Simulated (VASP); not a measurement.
A run of VASP 6.6.1:

Contents of INCAR:

```
SYSTEM = Cu
PREC = Accurate
ENCUT = 520
EDIFF = 1E-7
ISMEAR = 0
SIGMA = 0.1
LREAL = .FALSE.
LASPH = .TRUE.
NELM = 60
ALGO = Normal
ISIF = 2
LWAVE = .FALSE.
LCHARG = .FALSE.
NBANDS = 12
```

File KPOINTS:

```
Automatic mesh
0
G
  20 20 20
  0 0 0
```

File POSCAR:

```
Cu
1.0
   -1.4427933200      1.4427933200      1.3760814500
    1.4427933200     -1.4427933200      1.3760814500
    1.4427933200      1.4427933200     -1.3760814500
Cu
1
Direct
    0.0000000000      0.0000000000      0.0000000000
```

Potentials or basis: VASP PAW LDA potentials, release 64 (Cu).

Command:

```sh
$ cat potpaw_LDA.64/Cu/POTCAR > POTCAR
$ mpirun -np 1 vasp_std > vasp.out
```

Hardware: 1 thread of Intel(R) Xeon(R) 6975P-C (Granite Rapids) (shared host).

Task: Estimate the wall time of this run.

Result: It took 27 s on 1 thread of Intel(R) Xeon(R) 6975P-C (Granite Rapids), on a shared host, peak memory 0.18 GiB. Counts: scf iterations 12, k points 641.
